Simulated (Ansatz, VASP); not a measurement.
**One calculation of Bi, two programs**

INCAR

```
SYSTEM = Bi
PREC = Accurate ; ENCUT = 520
EDIFF = 1E-6 ; ISMEAR = -1
SIGMA = 0.03 ; LREAL = .FALSE.
LASPH = .TRUE. ; NELM = 60
ALGO = Normal ; ISIF = 2
LWAVE = .FALSE. ; LCHARG = .FALSE.
GGA = CA ; NBANDS = 22
```

Contents of KPOINTS:

```
Automatic mesh
0
G
  11 11 11
  0 0 0
```

POSCAR

```
Bi
1.0
    2.3519944330      1.4057219714      4.0077797498
   -2.1940049238      1.3375319810      3.9395897595
    0.0199404907     -2.5653239523      3.9146304907
Bi
2
Direct
    0.2338900000      0.2338900000      0.2338900000
    0.7661100000      0.7661100000      0.7661100000
```

Input for Ansatz:

```yaml
crystal:
  lattice:
    - [2.351994433, 1.4057219714, 4.0077797498]
    - [-2.1940049238, 1.337531981, 3.9395897595]
    - [0.0199404907, -2.5653239523, 3.9146304907]
  atoms:
    - { symbol: Bi, position: [0.23389, 0.23389, 0.23389] }
    - { symbol: Bi, position: [0.76611, 0.76611, 0.76611] }
kpoints:
  mp_grid: { grid: [11, 11, 11] }
  band_path:
    path:
      - [0.0, 0.0, 0.0]
      - [-0.5, -0.5, -0.5]
      - [0.5, 0.0, 0.0]
      - [0.0, 0.0, 0.0]
      - [0.0, 0.0, 0.5]
      - [0.0, -0.5, 0.0]
      - [0.0, 0.0, 0.0]
      - [0.5, 0.0, 0.5]
      - [-0.5, -0.5, 0.0]
    npoints: 5
scf:
  occupations: { method: fermi_dirac, width: 0.03 }
hamiltonian:
  xc: lda
  pseudopotentials: { kind: all_electron, lapw: { basis_error: 0.00025 } }
output:
  forces: true
  stress: true
  eigenvalues: true
```

Change from the starting cell: equal xy, yz and zx shear strains of +3 %.

Alike in both runs: task single point; functional LDA; k mesh 11 × 11 × 11; occupations fermi-dirac, width 0.03 eV; no spin polarisation.

|  | VASP | Ansatz |
| --- | --- | --- |
| version | VASP 6.6.1 | Ansatz 0.2.0 |
| potentials or method | VASP PAW LDA potentials, release 64 (Bi_d), cutoff 520 eV | all-electron LAPW, scalar-relativistic |

Ansatz gave:

| Item | Value |
| --- | --- |
| pressure (GPa) | -1.8 |
| traceless stress, the component that is largest in VASP (GPa) | -1.26 |
| rms of the force components (eV/Å) | 0.112 |

**Question.** What did VASP give for the same quantities?

**Answer.** Pressure (GPa): -1.7; traceless stress, the component that is largest in VASP (GPa): -1.27; rms of the force components (eV/Å): 0.116.

LDA's correlation is that of Perdew and Zunger in VASP and of Perdew and Wang (1992) in Ansatz. Atom by atom the forces differ by 0.012 eV/Å (rms over components). Ansatz ran all-electron here, and VASP with PAW potentials.

Spin-orbit coupling is off throughout.
